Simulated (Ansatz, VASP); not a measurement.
**In2As2F in VASP and in Ansatz**

```xyz
5
Lattice="4.3221 0.0000 0.0000 -2.1610 3.7430 0.0000 0.0000 0.0000 21.7387" Properties=species:S:1:pos:R:3 pbc="T T T"
As    0.0000    0.0000    4.0000
As    0.0000    2.4953    7.7327
In    0.0000    2.4953    4.8822
In    2.1610    1.2477    8.4387
F     2.1610    2.9112   10.9387
```

Alike in both runs: task single point; functional PBE; dispersion D3(BJ); k mesh 6 × 6 × 1; occupations gaussian, width 0.1 eV; no spin polarisation.

|  | VASP | Ansatz |
| --- | --- | --- |
| version | VASP 6.6.1 | Ansatz 0.2.0 |
| potentials or method | VASP PAW PBE potentials, release 64 (As, In_d, F), cutoff 520 eV | scalar-relativistic, plane waves, PAW |
| valence electrons in the cell | 43 | 63 |

```tsv
	VASP	Ansatz	Ansatz less VASP
gap on the k mesh at the Fermi level (eV)	none	none	-
rms of the force components (eV/Å)	0.619	0.619	+0.0002
```

A gap of «none» marks a metal or a gap that the smearing closes. VASP's potentials hold 43 valence electrons a cell and Ansatz's 63, so a difference there can come from the potentials and not from the codes.
